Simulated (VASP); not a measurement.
# CdSe (dpbe) (P6_3mc) in VASP: notebook

CdSe (dpbe) is run at these levels: PBE; tasks: single point.

Program: VASP 6.6.1. These are calculated values, not measurements. Logs are shortened: lines on timing, memory, paths and dates and some standing lists are left out, and cuts for length are marked.

## 1. The cell of the first run

Symmetry: P6_3mc, No. 186, hexagonal system. The conventional cell has a = 4.346 Å, b = 4.346 Å, c = 7.090 Å, α = 90.00°, β = 90.00°, γ = 120.00°. Cd (site symmetry 3m) has 4 Se at 2.66 to 2.67 Å within 3.5 Å. Within 3.5 Å of Se (site symmetry 3m) lie 4 Cd at 2.66 to 2.67 Å.

## 2. Single point, PBE

The input, INCAR:

```
PREC = Accurate
ENCUT = 520
EDIFF = 1E-6
ISMEAR = 0
SIGMA = 0.1
LREAL = False
LASPH = True
NELM = 100
ALGO = Normal
ISIF = 2
LWAVE = False
LCHARG = False
GGA = PE
NBANDS = 26
```

The input, KPOINTS:

```
Automatic mesh
0
Gamma
  6 6 4
```

The input, POSCAR:

```
CdSe
1.0
    4.3460853800      0.0000000000      0.0000000000
   -2.1730426900      3.7638203500      0.0000000000
    0.0000000000      0.0000000000      7.0898398800
Cd Se
2 2
Direct
    0.6666666700      0.3333333300      0.4999533600
    0.3333333300      0.6666666700      0.9999533600
    0.6666666700      0.3333333300      0.8759066400
    0.3333333300      0.6666666700      0.3759066400
```

Potentials or basis: VASP PAW PBE potentials, release 64 (Cd, Se).

Run with:

```console
$ cat potpaw_PBE.64/Cd/POTCAR potpaw_PBE.64/Se/POTCAR > POTCAR
$ mpirun -np 1 vasp_std > vasp.out
```

OUTCAR:

```text
PREC = Accurate
   ENCUT = 520
   EDIFF = 1E-6
   ISMEAR = 0
   LREAL = False
   LASPH = True
   NELM = 100
   ISIF = 2
   GGA = PE

 ion  position               nearest neighbor table
   1  0.667  0.333  0.500-   4 2.66   4 2.66   4 2.66   3 2.67
   2  0.333  0.667  1.000-   3 2.66   3 2.66   3 2.66   4 2.67
   3  0.667  0.333  0.876-   2 2.66   2 2.66   2 2.66   1 2.67
   4  0.333  0.667  0.376-   1 2.66   1 2.66   1 2.66   2 2.67

  LATTYP: Found a hexagonal cell.
 ALAT       =     4.3460853800
 C/A-ratio  =     1.6313162904

  Lattice vectors:

 A1 = (   4.3460853800,   0.0000000000,   0.0000000000)
 A2 = (  -2.1730426900,   3.7638203500,   0.0000000000)
 A3 = (   0.0000000000,   0.0000000000,   7.0898398800)

Analysis of symmetry for initial positions (statically):
=====================================================================
 Subroutine PRICEL returns:
 Original cell was already a primitive cell.

 Routine SETGRP: Setting up the symmetry group for a
 hexagonal supercell.

 Subroutine GETGRP returns: Found 12 space group operations
 (whereof  6 operations were pure point group operations)
 out of a pool of 24 trial point group operations.

The static configuration has the point symmetry C_3v.
 The point group associated with its full space group is C_6v.

Analysis of symmetry for dynamics (positions and initial velocities):
=====================================================================
 Subroutine PRICEL returns:
 Original cell was already a primitive cell.

 Routine SETGRP: Setting up the symmetry group for a
 hexagonal supercell.

 Subroutine GETGRP returns: Found 12 space group operations
 (whereof  6 operations were pure point group operations)
 out of a pool of 24 trial point group operations.

The dynamic configuration has the point symmetry C_3v.
 The point group associated with its full space group is C_6v.

 Subroutine INISYM returns: Found 12 space group operations
 (whereof  6 operations are pure point group operations),
 and found     1 'primitive' translations

----------------------------------------------------------------------------------------

                                     Primitive cell

  volume of cell :     115.9748

  direct lattice vectors                    reciprocal lattice vectors
     4.346085380  0.000000000  0.000000000     0.230092120  0.132843747  0.000000000
    -2.173042690  3.763820350  0.000000000     0.000000000  0.265687495  0.000000000
     0.000000000  0.000000000  7.089839880     0.000000000  0.000000000  0.141046909

  length of vectors
     4.346085380  4.346085383  7.089839880     0.265687495  0.265687495  0.141046909

  position of ions in fractional coordinates (direct lattice)
     0.666666670  0.333333330  0.499953360
     0.333333330  0.666666670  0.999953360
     0.666666670  0.333333330  0.875906640
     0.333333330  0.666666670  0.375906640

  ion indices of the primitive-cell ions
   primitive index   ion index
                 1           1
                 2           2
                 3           3
                 4           4

----------------------------------------------------------------------------------------

 KPOINTS: Automatic mesh

Automatic generation of k-mesh.
 Grid dimensions read from file:
 generate k-points for:    6    6    4

 Generating k-lattice:

  Cartesian coordinates                     Fractional coordinates (reciprocal lattice)
     0.038348687  0.022140625  0.000000000     0.166666667  0.000000000  0.000000000
     0.000000000  0.044281249  0.000000000     0.000000000  0.166666667  0.000000000
     0.000000000  0.000000000  0.035261727     0.000000000  0.000000000  0.250000000

  Length of vectors
     0.044281249  0.044281249  0.035261727

  Shift w.r.t. Gamma in fractional coordinates (k-lattice)
     0.000000000  0.000000000  0.000000000

 Subroutine IBZKPT returns following result:
 ===========================================

 Found     21 irreducible k-points:

 Following reciprocal coordinates:
            Coordinates               Weight
  0.000000  0.000000  0.000000      1.000000
  0.166667  0.000000  0.000000      6.000000
  0.333333  0.000000  0.000000      6.000000
  0.500000 -0.000000  0.000000      3.000000
  0.166667  0.166667  0.000000      6.000000
  0.333333  0.166667  0.000000     12.000000
[... 13 lines left out ...]
  0.333333  0.166667  0.500000     12.000000
  0.333333  0.333333  0.500000      2.000000
   k-points           NKPTS =     21   k-points in BZ     NKDIM =     21   number of bands    NBANDS=     26
   number of dos      NEDOS =    301   number of ions     NIONS =      4
   total plane-waves  NPLWV =  55296
   dimension x,y,z NGX =    32 NGY =   32 NGZ =   54
   dimension x,y,z NGXF=    64 NGYF=   64 NGZF=  108
   ions per type =               2   2
   NGX,Y,Z   is equivalent  to a cutoff of  12.24, 12.24, 12.66 a.u.
   NGXF,Y,Z  is equivalent  to a cutoff of  24.48, 24.48, 25.32 a.u.
 SYSTEM =  unknown system
   PREC   = accura    normal or accurate (medium, high low for compatibility)
   ISTART =      0    job   : 0-new  1-cont  2-samecut
   ICHARG =      2    charge: 1-file 2-atom 10-const
   ISPIN  =      1    spin polarized calculation?
   LNONCOLLINEAR =      F non collinear calculations
   LSORBIT =      F    spin-orbit coupling
   LASPH  =      T    aspherical Exc in radial PAW
   ENCUT  =  520.0 eV  38.22 Ry    6.18 a.u.   8.08  8.08 13.18*2*pi/ulx,y,z
   NELM   =    100;   NELMIN=  2; NELMDL= -5     # of ELM steps
   EDIFF  = 0.1E-05   stopping-criterion for ELM
   LREAL  =      F    real-space projection
   EDIFFG = 0.1E-04   stopping-criterion for IOM
   NSW    =      0    number of steps for IOM
   IBRION =     -1    ionic relax: 0-MD 1-quasi-New 2-CG
   NFREE  =      0    steps in history (QN), initial steepest desc. (CG)
   ISIF   =      2    stress and relaxation
   ISYM   =      2    0-nonsym 1-usesym 2-fastsym
   POTIM  = 0.5000    time-step for ionic-motion
   TEBEG  =    0.0;   TEEND  =   0.0 temperature during run
   PSTRESS=    0.0 pullay stress
   NELECT =      36.0000    total number of electrons
   NUPDOWN=      -1.0000    fix difference up-down
   EMIN   =  10.00;   EMAX   =-10.00  energy-range for DOS
   EFERMI =   0.00;   METHOD = LEGACY
   ISMEAR =     0;   SIGMA  =   0.10  broadening in eV -4-tet -1-fermi 0-gaus
   EFERMI_NEDOS =   21; number of points for ismear=-14 and -15
   IALGO  =     38    algorithm
   IMIX   =      4    mixing-type and parameters
     AMIX     =   0.40;   BMIX     =  1.00
     AMIX_MAG =   1.60;   BMIX_MAG =  1.00
  volume/ion in A,a.u.               =      28.99       195.66
  Fermi-wavevector in a.u.,A,eV,Ry     =   1.108463  2.094691 16.717341  1.228690
  Thomas-Fermi vector in A             =   2.244990
   LORBIT       =      0    0 simple, 1 ext, 2 COOP (PROOUT), +10 PAW based schemes
   GGA     = PE    functional components
   LHFCALC =     F    Hartree Fock is set to
   AEXX    =    0.0000 exact exchange contribution
   IVDW    =     0    specifies the selected vdW correction
   LEPSILON=     F    determine dielectric tensor
   LRPA    =     F    only Hartree local field effects (RPA)
 non-spin polarized calculation
 Gauss-broadening in eV      SIGMA  =   0.10
  energy-cutoff  :      520.00
  volume of cell :      115.97
 maximum number of plane-waves:      3144
   NGX = 17   NGY = 17   NGZ = 27

 number of electron      36.0000002 magnetization

 Free energy of the ion-electron system (eV)
  ---------------------------------------------------
  ext. energy  EPLUGINS =         0.00000000
  ---------------------------------------------------
  free energy    TOTEN  =       -10.97419225 eV

  energy without entropy =      -10.97419211  energy(sigma->0) =      -10.97419218

 E-fermi :   1.0165     XC(G=0):  -8.7417

 val. band max:        0.7113400001   @ k =   0.0000   0.0000   0.0000
 cond. band min:       1.3102411888   @ k =   0.0000   0.0000   0.0000
 fundamental gap:      0.5989011886
 Fermi energy:         1.0165031732

 k-point     1 :       0.0000    0.0000    0.0000
  band No.  band energies     occupation
      1     -11.7227      2.00000
      2     -11.3716      2.00000
      3      -7.1206      2.00000
      4      -7.1154      2.00000
      5      -7.1154      2.00000
      6      -7.0533      2.00000
[... 18 lines left out ...]
     25       7.6972      0.00000
     26       8.3158      0.00000

 k-point     2 :       0.1667    0.0000    0.0000
  band No.  band energies     occupation
      1     -11.6457      2.00000
      2     -11.3372      2.00000
      3      -7.0972      2.00000
      4      -7.0890      2.00000
      5      -7.0532      2.00000
      6      -7.0171      2.00000
[... 18 lines left out ...]
     25       7.9156      0.00000
     26       8.3023      0.00000

 k-point     3 :       0.3333    0.0000    0.0000
  band No.  band energies     occupation
      1     -11.4782      2.00000
      2     -11.2793      2.00000
      3      -7.0567      2.00000
      4      -7.0472      2.00000
      5      -6.9499      2.00000
      6      -6.9424      2.00000
[... 18 lines left out ...]
     25       8.5148      0.00000
     26       8.8273      0.00000

 k-point     4 :       0.5000   -0.0000    0.0000
  band No.  band energies     occupation
      1     -11.3777      2.00000
      2     -11.2658      2.00000
      3      -7.0428      2.00000
      4      -7.0335      2.00000
      5      -6.9080      2.00000
      6      -6.8923      2.00000
[... 18 lines left out ...]
     25       8.5821      0.00000
     26      10.2813      0.00000
[... 409 lines left out ...]
      1     -11.4027      2.00000
      2     -11.4027      2.00000
      3      -7.0248      2.00000
      4      -7.0248      2.00000
      5      -7.0051      2.00000
      6      -7.0051      2.00000
[... 18 lines left out ...]
     25       8.1784      0.00000
     26       8.1784      0.00000

 k-point    20 :       0.3333    0.1667    0.5000
  band No.  band energies     occupation
      1     -11.3162      2.00000
      2     -11.3162      2.00000
      3      -7.0003      2.00000
      4      -7.0003      2.00000
      5      -6.9730      2.00000
      6      -6.9730      2.00000
[... 18 lines left out ...]
     25       8.6258      0.00000
     26       8.6258      0.00000

 k-point    21 :       0.3333    0.3333    0.5000
  band No.  band energies     occupation
      1     -11.2881      2.00000
      2     -11.2881      2.00000
      3      -6.9806      2.00000
      4      -6.9806      2.00000
      5      -6.9717      2.00000
      6      -6.9717      2.00000
[... 18 lines left out ...]
     25       9.4049      0.00000
     26       9.4054      0.00000

------------------------ aborting loop because EDIFF is reached ----------------------------------------

  FORCE on cell =-STRESS in cart. coord.  units (eV):
  Direction    XX          YY          ZZ          XY          YZ          ZX
  --------------------------------------------------------------------------------------
  -------------------------------------------------------------------------------------
  Total        1.0968855      1.0968855      1.0874140      0.0000000      0.0000000      0.0000000
  in kB       15.1533380     15.1533380     15.0224903      0.0000000      0.0000000      0.0000000
  external PRESSURE =      15.1097221 kB  Pullay stress =       0.0000000 kB

 VOLUME and BASIS-vectors are now :
 -----------------------------------------------------------------------------
  energy-cutoff  :      520.00
  volume of cell :      115.97
      direct lattice vectors                 reciprocal lattice vectors
     4.346085380  0.000000000  0.000000000     0.230092120  0.132843747  0.000000000
    -2.173042690  3.763820350  0.000000000     0.000000000  0.265687495  0.000000000
     0.000000000  0.000000000  7.089839880     0.000000000  0.000000000  0.141046909

 POSITION                                       TOTAL-FORCE (eV/Angst)
 -----------------------------------------------------------------------------------
      2.17304      1.25461      3.54459         0.000000     -0.000000      0.006535
     -0.00000      2.50921      7.08951        -0.000000      0.000000      0.006535
      2.17304      1.25461      6.21004        -0.000000      0.000000     -0.006535
     -0.00000      2.50921      2.66512         0.000000     -0.000000     -0.006535
 -----------------------------------------------------------------------------------
    total drift:                               -0.000013      0.000007     -0.000498

  FREE ENERGIE OF THE ION-ELECTRON SYSTEM (eV)
  ---------------------------------------------------
  free  energy   TOTEN  =       -10.9741922491 eV

  energy  without entropy=      -10.9741921061  energy(sigma->0) =      -10.97419218
```

It took 34 s on 1 thread of Intel Xeon Platinum 8375C at 2.90GHz (Ice Lake), shared host; peak memory 0.25 GiB.

What came out:

| Item | Value |
| --- | --- |
| Free energy | -10.9742 eV |
| Pressure | 1.5 GPa |
| Largest force | 0.007 eV/Å |
| Band gap on the k mesh | 0.60 eV, direct |

Forces on the atoms (eV/Å):
```
Cd   0.000  0.000  0.007
Cd   0.000  0.000  0.007
Se   0.000  0.000 -0.007
Se   0.000  0.000 -0.007
```

Levels at points of the mesh, in eV from the valence-band top:
```tsv
k point	band 15	band 16	band 17	band 18	band 19	band 20	band 21	band 22
(0.00, 0.00, 0.00)	-0.72	-0.04	0.00	0.00	0.60	2.17	5.86	5.86
(0.50, 0.00, 0.00)	-2.53	-1.76	-1.26	-0.72	3.15	3.33	4.78	6.04
(0.00, 0.00, 0.50)	-0.38	-0.38	-0.38	-0.38	2.31	2.31	5.81	5.81
(0.50, 0.00, 0.50)	-1.29	-1.29	-1.28	-1.28	2.92	2.92	4.84	4.84
```

## 3. Single point, PBE

This run uses another cell than the first one, of 29.76 Å³/atom, 1.026 times its volume.

The input, INCAR:

```
PREC = Accurate
ENCUT = 520
EDIFF = 1E-6
ISMEAR = 0
SIGMA = 0.02
LREAL = False
LASPH = True
NELM = 80
ALGO = Normal
ISIF = 2
LWAVE = False
LCHARG = True
GGA = PE
LELF = True
LVHAR = True
NBANDS = 26
```

The input, KPOINTS:

```
regular mesh
0
Gamma
  9 9 4
```

The input, POSCAR:

```
CdSe
1.0
    4.3829967443      0.0000000000      0.0000000000
   -2.1914983722      3.7957865253      0.0000000000
    0.0000000000      0.0000000000      7.1550275846
Cd Se
2 2
Direct
    0.6666666667      0.3333333333      0.5000633795
    0.3333333333      0.6666666667      1.0000633795
    0.6666666667      0.3333333333      0.8757966205
    0.3333333333      0.6666666667      0.3757966205
```

Potentials or basis: VASP PAW PBE potentials, release 64 (Cd, Se).

Run with:

```console
$ cat potpaw_PBE.64/Cd/POTCAR potpaw_PBE.64/Se/POTCAR > POTCAR
$ mpirun -np 1 vasp_std > vasp.out
```

Wall time 68 s (1 thread of Intel Xeon Platinum 8375C at 2.90GHz (Ice Lake), shared host); peak memory 0.3 GiB.

It converged, with:

```yaml
Free_energy: -10.9949 eV
Pressure: 0.2 GPa
Band_gap_on_the_k_mesh: 0.54 eV, direct
```

Levels at points of the mesh, in eV from the valence-band top:
```csv
k point,band 16,band 17,band 18,band 19,band 20,band 21
"(0.00, 0.00, 0.00)",-0.04,0.00,0.00,0.54,2.14,5.85
"(0.00, 0.00, 0.50)",-0.36,-0.36,-0.36,2.26,2.26,5.76
```

Expect the measured gap to be larger: semilocal functionals such as PBE lack the derivative discontinuity.

## 4. Single point, PBE

This run uses another cell than the first one, of 29.76 Å³/atom, 1.026 times its volume.

The input, INCAR:

```
  PREC = Accurate
  ENCUT = 520
  EDIFF = 1E-6
  ISMEAR = 0
  SIGMA = 0.01
  LREAL = F
  LASPH = T
  NELM = 80
  ALGO = Normal
  ISIF = 2
  LWAVE = F
  LCHARG = T
  GGA = PE
  LELF = T
  LVHAR = T
  NBANDS = 26
```

The input, KPOINTS:

```
Automatic mesh
0
Gamma
  10 10 4
```

POSCAR is that of step 3.

Potentials or basis: VASP PAW PBE potentials, release 64 (Cd, Se).

Run with:

```console
$ cat potpaw_PBE.64/Cd/POTCAR potpaw_PBE.64/Se/POTCAR > POTCAR
$ mpirun -np 1 vasp_std > vasp.out
```

OUTCAR:

```text
PREC = Accurate
   ENCUT = 520
   EDIFF = 1E-6
   ISMEAR = 0
   LREAL = F
   LASPH = T
   NELM = 80
   ISIF = 2
   GGA = PE

 ion  position               nearest neighbor table
   1  0.667  0.333  0.500-   4 2.68   4 2.68   4 2.68   3 2.69
   2  0.333  0.667  0.000-   3 2.68   3 2.68   3 2.68   4 2.69
   3  0.667  0.333  0.876-   2 2.68   2 2.68   2 2.68   1 2.69
   4  0.333  0.667  0.376-   1 2.68   1 2.68   1 2.68   2 2.69

  LATTYP: Found a hexagonal cell.
 ALAT       =     4.3829967443
[... 889 lines left out ...]
     25       8.3088      0.00000
     26       9.2830      0.00000

 [... further k-points ...]
[... 5 lines left out ...]
  --------------------------------------------------------------------------------------
  -------------------------------------------------------------------------------------
  Total        0.1780646      0.1780646      0.1772652     -0.0000000      0.0000000      0.0000000
  in kB        2.3966466      2.3966466      2.3858863     -0.0000000      0.0000000      0.0000000
  external PRESSURE =       2.3930598 kB  Pullay stress =       0.0000000 kB

 VOLUME and BASIS-vectors are now :
 -----------------------------------------------------------------------------
  energy-cutoff  :      520.00
  volume of cell :      119.04
      direct lattice vectors                 reciprocal lattice vectors
     4.382996744  0.000000000  0.000000000     0.228154402  0.131725005  0.000000000
    -2.191498372  3.795786525  0.000000000     0.000000000  0.263450011  0.000000000
     0.000000000  0.000000000  7.155027585     0.000000000  0.000000000  0.139761865

 POSITION                                       TOTAL-FORCE (eV/Angst)
 -----------------------------------------------------------------------------------
      2.19150      1.26526      3.57797         0.000000     -0.000000      0.000833
     -0.00000      2.53052      0.00045        -0.000000      0.000000      0.000833
      2.19150      1.26526      6.26635        -0.000000     -0.000000     -0.000833
     -0.00000      2.53052      2.68884         0.000000      0.000000     -0.000833
 -----------------------------------------------------------------------------------
    total drift:                               -0.000000     -0.000000      0.000161

  FREE ENERGIE OF THE ION-ELECTRON SYSTEM (eV)
  ---------------------------------------------------
  free  energy   TOTEN  =       -10.9950917901 eV

  energy  without entropy=      -10.9950917901  energy(sigma->0) =      -10.99509179
```

Wall time 88 s (1 thread of Intel Xeon Platinum 8375C at 2.90GHz (Ice Lake), shared host); peak memory 0.31 GiB.

Results:

```
Free energy            : -10.9951 eV
Pressure               : 0.2 GPa
Band gap on the k mesh : 0.54 eV, direct
```

## 5. Overview

| cell | k mesh | smearing | gap on the mesh (eV) | pressure (GPa) |
| --- | --- | --- | --- | --- |
| a = 4.346, b = 4.346, c = 7.090 Å, angles 90.0, 90.0, 120.0°, 4 atoms | 6 × 6 × 4 | gaussian 0.1 eV | 0.60 | 1.5 |
| a = 4.383, b = 4.383, c = 7.155 Å, angles 90.0, 90.0, 120.0°, 4 atoms | 9 × 9 × 4 | gaussian 0.02 eV | 0.54 | 0.2 |
| a = 4.383, b = 4.383, c = 7.155 Å, angles 90.0, 90.0, 120.0°, 4 atoms | 10 × 10 × 4 | gaussian 0.01 eV | 0.54 | 0.2 |

Alike in all rows: task single point; level PBE; potentials or basis VASP PAW PBE potentials, release 64 (Cd, Se); no spin polarisation; cutoff (eV) 520.

Total energies depend on the potentials used, so only differences within one code and one set of settings carry meaning.
